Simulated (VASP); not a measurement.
# Li6Sn: single point with PBE

The system is Li6Sn.

```xyz
7
Lattice="-3.4026 3.4026 3.4026 3.4026 -3.4026 3.4026 3.4026 3.4026 -3.4026" Properties=species:S:1:pos:R:3 pbc="T T T"
Li    1.7013    0.0000    3.4026
Li    1.7013    3.4026    0.0000
Li    3.4026    1.7013    0.0000
Li    0.0000    1.7013    3.4026
Li    0.0000    3.4026    1.7013
Li    3.4026    0.0000    1.7013
Sn    0.0000    0.0000    0.0000
```

```yaml
Program: VASP 6.6.1
Task: single point
Functional: PBE
Potentials_or_basis: VASP PAW PBE potentials, release 64 (Li_sv, Sn_d)
Cutoff: 520 eV
k_mesh: 4 × 4 × 4
Occupations: gaussian, width 0.1 eV
Spin: no spin polarisation
```

```json
{"Band gap on the k mesh": "zero (band 16 reaches 2.66 eV, above the bottom of band 17 at 0.80 eV)"}
```

Levels at points of the mesh, in eV from the Fermi level:
```csv
k point,band 12,band 13,band 14,band 15,band 16,band 17,band 18,band 19,band 20,band 21
"(0.00, 0.00, 0.00)",-6.71,-1.24,-0.25,-0.25,-0.25,0.10,0.10,1.13,1.13,1.13
"(0.50, 0.00, 0.00)",-6.43,-2.85,-1.26,-1.15,-0.86,0.51,1.17,2.18,2.20,2.52
"(0.50, 0.50, 0.50)",-6.25,-2.03,-2.03,-2.03,-0.97,-0.97,0.57,3.14,3.14,3.14
```

Wall time 25 s on 1 thread of Intel(R) Xeon(R) Platinum 8488C (Sapphire Rapids) (shared host), peak memory 0.31 GiB.

Caveat: spin-orbit coupling is left out, which moves the levels of the heavy elements.
